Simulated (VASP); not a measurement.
Here is a VASP 6.6.1 calculation.

Contents of INCAR:

```
SYSTEM = MgO
  PREC = Accurate
  ENCUT = 520
  EDIFF = 1E-7
  ISMEAR = 0
  SIGMA = 0.05
  LREAL = .FALSE.
  LASPH = .TRUE.
  NELM = 60
  ALGO = Normal
  ISIF = 2
  LWAVE = .FALSE.
  LCHARG = .FALSE.
  GGA = PE
  NBANDS = 16
```

Contents of KPOINTS:

```
Automatic mesh
0
G
  9 9 6
  0 0 0
```

The input POSCAR:

```
MgO
1.0
    3.1798172993      0.0000000000      0.0000000000
   -1.5899086497      2.7538025606      0.0000000000
    0.0000000000      0.0000000000      5.5672241276
Mg O
2 2
Direct
    0.3333333333      0.6666666667      0.0258441501
    0.6666666667      0.3333333333      0.5258441501
    0.3333333333      0.6666666667      0.3982811987
    0.6666666667      0.3333333333      0.8982811987
```

Potentials or basis: VASP PAW PBE potentials, release 64 (Mg, O).

Launch:

```console
$ cat potpaw_PBE.64/Mg/POTCAR potpaw_PBE.64/O/POTCAR > POTCAR
$ mpirun -np 1 vasp_std > vasp.out
```

Task: Predict the pressure.

Result: 0.7 GPa.

Task: What does it give for the largest force?

Result: 0.237 eV/Å.

Task: Estimate the band gap on the k mesh.

Result: 3.40 eV.

Forces on the atoms (eV/Å):
```
Mg   0.000  0.000  0.237
Mg   0.000  0.000  0.237
O    0.000  0.000 -0.237
O    0.000  0.000 -0.237
```

Caveat: an odd mesh through Γ misses points on the zone boundary, where band edges can lie.
